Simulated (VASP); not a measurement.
# BAs (zincblende type) (F-43m) in VASP: single point with LDA

Aim: the single point of BAs (zincblende type) with LDA.

All numbers are computed with VASP 6.6.1; they aren't measurements. Logs are shortened: lines on timing, memory, paths and dates and some standing lists are left out, and cuts for length are marked.

### Step 1. The cell of the first run

It takes space group F-43m (No. 216, cubic). Conventional cell: a = 4.733 Å, b = 4.733 Å, c = 4.733 Å, α = 90.00°, β = 90.00°, γ = 90.00°. Within 2.7 Å of B (site symmetry -43m) lie 4 As at 2.05 Å. As (site symmetry -43m) has 4 B at 2.05 Å within 2.7 Å.

### Step 2. Single point, LDA (13.25 Å³/atom)

File POSCAR:

```
BAs
1.0
    0.0000000000      2.3662817983      2.3662817983
    2.3662817983      0.0000000000      2.3662817983
    2.3662817983      2.3662817983      0.0000000000
B As
1 1
Direct
    0.0000000000      0.0000000000      0.0000000000
    0.2500000000      0.2500000000      0.2500000000
```

File INCAR.step1:

```
ALGO = Normal
EDIFF = 1E-6
ENCUT = 420
GGA_COMPAT = False
ISIF = 2
ISMEAR = -1
LASPH = True
LCHARG = True
LORBIT = 11
LREAL = False
LWAVE = False
NBANDS = 16
NEDOS = 2001
NELM = 120
PREC = Accurate
SIGMA = 0.05
```

File KPOINTS.step1:

```
k-points
0
Gamma
  15 15 15
```

File INCAR.step2:

```
ALGO = Normal
EDIFF = 1E-6
ENCUT = 420
GGA_COMPAT = False
ICHARG = 11
ISIF = 2
ISMEAR = -5
LASPH = True
LCHARG = False
LORBIT = 11
LREAL = False
LWAVE = False
NEDOS = 1001
NELM = 120
PREC = Accurate
SIGMA = 0.05
```

File KPOINTS.step2:

```
k-points
0
Gamma
  23 23 23
```

Potentials or basis: VASP PAW LDA potentials, release 64 (B, As_d).

Started as:

```bash
cat potpaw_LDA.64/B/POTCAR potpaw_LDA.64/As_d/POTCAR > POTCAR
cp INCAR.step1 INCAR
cp KPOINTS.step1 KPOINTS
mpirun -np 1 vasp_std > vasp.out
cp INCAR.step2 INCAR
cp KPOINTS.step2 KPOINTS
mpirun -np 1 vasp_std > vasp.out
```

OUTCAR:

```text
EDIFF = 1E-6
   ENCUT = 420
   ICHARG = 11
   ISIF = 2
   ISMEAR = -5
   LASPH = True
   LORBIT = 11
   LREAL = False
   NELM = 120
   PREC = Accurate

 ion  position               nearest neighbor table
   1  0.000  0.000  0.000-   2 2.05   2 2.05   2 2.05   2 2.05
   2  0.250  0.250  0.250-   1 2.05   1 2.05   1 2.05   1 2.05

  LATTYP: Found a face centered cubic cell.
 ALAT       =     4.7325635966

  Lattice vectors:

 A1 = (   0.0000000000,   2.3662817983,   2.3662817983)
 A2 = (   2.3662817983,   0.0000000000,   2.3662817983)
 A3 = (   2.3662817983,   2.3662817983,   0.0000000000)

Analysis of symmetry for initial positions (statically):
=====================================================================
 Subroutine PRICEL returns:
 Original cell was already a primitive cell.

 Routine SETGRP: Setting up the symmetry group for a
 face centered cubic supercell.

 Subroutine GETGRP returns: Found 24 space group operations
 (whereof 24 operations were pure point group operations)
 out of a pool of 48 trial point group operations.

The static configuration has the point symmetry T_d .

Analysis of symmetry for dynamics (positions and initial velocities):
=====================================================================
 Subroutine PRICEL returns:
 Original cell was already a primitive cell.

 Routine SETGRP: Setting up the symmetry group for a
 face centered cubic supercell.

 Subroutine GETGRP returns: Found 24 space group operations
 (whereof 24 operations were pure point group operations)
 out of a pool of 48 trial point group operations.

The dynamic configuration has the point symmetry T_d .

 Subroutine INISYM returns: Found 24 space group operations
 (whereof 24 operations are pure point group operations),
 and found     1 'primitive' translations

----------------------------------------------------------------------------------------

                                     Primitive cell

  volume of cell :      26.4990

  direct lattice vectors                    reciprocal lattice vectors
     0.000000000  2.366281798  2.366281798    -0.211301968  0.211301968  0.211301968
     2.366281798  0.000000000  2.366281798     0.211301968 -0.211301968  0.211301968
     2.366281798  2.366281798  0.000000000     0.211301968  0.211301968 -0.211301968

  length of vectors
     3.346427812  3.346427812  3.346427812     0.365985744  0.365985744  0.365985744

  position of ions in fractional coordinates (direct lattice)
     0.000000000  0.000000000  0.000000000
     0.250000000  0.250000000  0.250000000

  ion indices of the primitive-cell ions
   primitive index   ion index
                 1           1
                 2           2

----------------------------------------------------------------------------------------

 KPOINTS: k-points

Automatic generation of k-mesh.
 Grid dimensions read from file:
 generate k-points for:   23   23   23

 Generating k-lattice:

  Cartesian coordinates                     Fractional coordinates (reciprocal lattice)
    -0.009187042  0.009187042  0.009187042     0.043478261  0.000000000  0.000000000
     0.009187042 -0.009187042  0.009187042     0.000000000  0.043478261  0.000000000
     0.009187042  0.009187042 -0.009187042     0.000000000  0.000000000  0.043478261

  Length of vectors
     0.015912424  0.015912424  0.015912424

  Shift w.r.t. Gamma in fractional coordinates (k-lattice)
     0.000000000  0.000000000  0.000000000

 TETIRR: Found   1662 inequivalent tetrahedra from    73002

 Subroutine IBZKPT returns following result:
 ===========================================

 Found    364 irreducible k-points:

 Following reciprocal coordinates:
            Coordinates               Weight
  0.000000  0.000000  0.000000      1.000000
  0.043478  0.000000  0.000000      8.000000
  0.086957  0.000000  0.000000      8.000000
  0.130435  0.000000  0.000000      8.000000
  0.173913  0.000000  0.000000      8.000000
  0.217391  0.000000  0.000000      8.000000
[... 16 lines left out ...]
  0.478261  0.043478  0.000000     24.000000
 -0.478261  0.043478  0.000000     24.000000
 [... further k-points ...]
   k-points           NKPTS =    364   k-points in BZ     NKDIM =    364   number of bands    NBANDS=     13
   number of dos      NEDOS =   1001   number of ions     NIONS =      2
   total plane-waves  NPLWV =  13824
   dimension x,y,z NGX =    24 NGY =   24 NGZ =   24
   dimension x,y,z NGXF=    48 NGYF=   48 NGZF=   48
   ions per type =               1   1
   NGX,Y,Z   is equivalent  to a cutoff of  11.92, 11.92, 11.92 a.u.
   NGXF,Y,Z  is equivalent  to a cutoff of  23.85, 23.85, 23.85 a.u.
 SYSTEM =  unknown system
   PREC   = accura    normal or accurate (medium, high low for compatibility)
   ISTART =      0    job   : 0-new  1-cont  2-samecut
   ICHARG =     11    charge: 1-file 2-atom 10-const
   ISPIN  =      1    spin polarized calculation?
   LNONCOLLINEAR =      F non collinear calculations
   LSORBIT =      F    spin-orbit coupling
   LASPH  =      T    aspherical Exc in radial PAW
   ENCUT  =  420.0 eV  30.87 Ry    5.56 a.u.   5.59  5.59  5.59*2*pi/ulx,y,z
   NELM   =    120;   NELMIN=  2; NELMDL=  0     # of ELM steps
   EDIFF  = 0.1E-05   stopping-criterion for ELM
   LREAL  =      F    real-space projection
   EDIFFG = 0.1E-04   stopping-criterion for IOM
   NSW    =      0    number of steps for IOM
   IBRION =     -1    ionic relax: 0-MD 1-quasi-New 2-CG
   NFREE  =      0    steps in history (QN), initial steepest desc. (CG)
   ISIF   =      2    stress and relaxation
   ISYM   =      2    0-nonsym 1-usesym 2-fastsym
   POTIM  = 0.5000    time-step for ionic-motion
   TEBEG  =    0.0;   TEEND  =   0.0 temperature during run
   PSTRESS=    0.0 pullay stress
   NELECT =      18.0000    total number of electrons
   NUPDOWN=      -1.0000    fix difference up-down
   EMIN   =  10.00;   EMAX   =-10.00  energy-range for DOS
   EFERMI =   0.00;   METHOD = LEGACY
   ISMEAR =    -5;   SIGMA  =   0.05  broadening in eV -4-tet -1-fermi 0-gaus
   EFERMI_NEDOS =   21; number of points for ismear=-14 and -15
   IALGO  =     38    algorithm
   IMIX   =      4    mixing-type and parameters
     AMIX     =   0.40;   BMIX     =  1.00
     AMIX_MAG =   1.60;   BMIX_MAG =  1.00
  volume/ion in A,a.u.               =      13.25        89.41
  Fermi-wavevector in a.u.,A,eV,Ry     =   1.439094  2.719494 28.177556  2.070992
  Thomas-Fermi vector in A             =   2.557988
   LORBIT       =     11    0 simple, 1 ext, 2 COOP (PROOUT), +10 PAW based schemes
   GGA     = CA    functional components
   LHFCALC =     F    Hartree Fock is set to
   AEXX    =    0.0000 exact exchange contribution
   IVDW    =     0    specifies the selected vdW correction
   LEPSILON=     F    determine dielectric tensor
   LRPA    =     F    only Hartree local field effects (RPA)
 non-spin polarized calculation
 Fermi weights with tetrahedron method with Bloechl corrections
  energy-cutoff  :      420.00
  volume of cell :       26.50
 maximum number of plane-waves:       534

 number of electron      18.0000005 magnetization

 Free energy of the ion-electron system (eV)
  ---------------------------------------------------
  ext. energy  EPLUGINS =         0.00000000
  ---------------------------------------------------
  free energy    TOTEN  =       -12.94401543 eV

  energy without entropy =      -12.94401543  energy(sigma->0) =      -12.94401543

 E-fermi :   5.1255     XC(G=0): -11.5722

 val. band max:        5.0874331800   @ k =   0.0000   0.0000   0.0000
 cond. band min:       6.1947945587   @ k =   0.3913   0.3913   0.0000
 fundamental gap:      1.1073613787
 Fermi energy:         5.1255209236

 k-point     1 :       0.0000    0.0000    0.0000
  band No.  band energies     occupation
      1     -30.8197      2.00000
      2     -30.8197      2.00000
      3     -30.8197      2.00000
      4     -30.7911      2.00000
      5     -30.7911      2.00000
      6     -10.5445      2.00000
      7       5.0874      2.00000
      8       5.0874      2.00000
      9       5.0874      2.00000
     10       8.3768      0.00000
     11       8.3768      0.00000
     12       8.3768      0.00000
     13      10.1265      0.00000

 k-point     2 :       0.0435    0.0000    0.0000
  band No.  band energies     occupation
      1     -30.8196      2.00000
      2     -30.8195      2.00000
      3     -30.8195      2.00000
      4     -30.7911      2.00000
      5     -30.7911      2.00000
      6     -10.5127      2.00000
      7       4.7582      2.00000
      8       5.0209      2.00000
      9       5.0209      2.00000
     10       8.4637      0.00000
     11       8.4637      0.00000
     12       8.4657      0.00000
     13      10.2883      0.00000

 k-point     3 :       0.0870    0.0000    0.0000
  band No.  band energies     occupation
      1     -30.8194      2.00000
      2     -30.8190      2.00000
      3     -30.8190      2.00000
      4     -30.7911      2.00000
      5     -30.7911      2.00000
      6     -10.4175      2.00000
      7       3.9676      2.00000
      8       4.8442      2.00000
      9       4.8442      2.00000
     10       8.5636      0.00000
     11       8.6961      0.00000
     12       8.6961      0.00000
     13      10.7513      0.00000
[... 305 lines left out ...]
 k-point    23 :       0.4783    0.0435    0.0000
  band No.  band energies     occupation
      1     -30.8159      2.00000
      2     -30.8127      2.00000
      3     -30.8124      2.00000
      4     -30.7889      2.00000
      5     -30.7885      2.00000
      6      -7.6507      2.00000
      7      -3.7080      2.00000
      8       3.0739      2.00000
      9       3.1432      2.00000
     10       8.1086      0.00000
     11       9.7995      0.00000
     12      10.0436      0.00000
     13      13.9567      0.00000

 k-point    24 :      -0.4783    0.0435    0.0000
  band No.  band energies     occupation
      1     -30.8158      2.00000
      2     -30.8127      2.00000
      3     -30.8125      2.00000
      4     -30.7887      2.00000
      5     -30.7886      2.00000
      6      -7.5657      2.00000
      7      -3.8345      2.00000
      8       3.0102      2.00000
      9       3.1788      2.00000
     10       8.1024      0.00000
     11       9.8412      0.00000
     12       9.9835      0.00000
     13      13.9663      0.00000

 [... further k-points ...]
[... 5 lines left out ...]
  --------------------------------------------------------------------------------------
  -------------------------------------------------------------------------------------
  Total       -0.0068510     -0.0068510     -0.0068510     -0.0000000      0.0000000      0.0000000
  in kB       -0.4142264     -0.4142264     -0.4142264     -0.0000000      0.0000000      0.0000000
  external PRESSURE =      -0.4142264 kB  Pullay stress =       0.0000000 kB

 VOLUME and BASIS-vectors are now :
 -----------------------------------------------------------------------------
  energy-cutoff  :      420.00
  volume of cell :       26.50
      direct lattice vectors                 reciprocal lattice vectors
     0.000000000  2.366281798  2.366281798    -0.211301968  0.211301968  0.211301968
     2.366281798  0.000000000  2.366281798     0.211301968 -0.211301968  0.211301968
     2.366281798  2.366281798  0.000000000     0.211301968  0.211301968 -0.211301968

 POSITION                                       TOTAL-FORCE (eV/Angst)
 -----------------------------------------------------------------------------------
      0.00000      0.00000      0.00000        -0.000000     -0.000000     -0.000000
      1.18314      1.18314      1.18314         0.000000      0.000000      0.000000
 -----------------------------------------------------------------------------------
    total drift:                                0.000002      0.000002      0.000001

  FREE ENERGIE OF THE ION-ELECTRON SYSTEM (eV)
  ---------------------------------------------------
  free  energy   TOTEN  =       -12.9440154281 eV

  energy  without entropy=      -12.9440154281  energy(sigma->0) =      -12.94401543

 total charge

# of ion       s       p       d       tot
------------------------------------------
    1        0.654   1.209   0.000   1.864
    2        1.422   2.353  10.156  13.932
--------------------------------------------------
tot          2.077   3.563  10.156  15.796
```

Run time: 29 s. Hardware: 1 thread of Intel Xeon 6975P-C (Granite Rapids), shared host; peak memory 0.21 GiB.

Results:

| Quantity | Value |
| --- | --- |
| Valence electrons inside the program's atomic spheres | B 1.86; As 13.93 |

Levels at points of the mesh, in eV from the valence-band top:
| k point | band 6 | band 7 | band 8 | band 9 | band 10 | band 11 | band 12 | band 13 |
| --- | --- | --- | --- | --- | --- | --- | --- | --- |
| (0.00, 0.00, 0.00) | -15.63 | 0.00 | 0.00 | 0.00 | 3.29 | 3.29 | 3.29 | 5.04 |
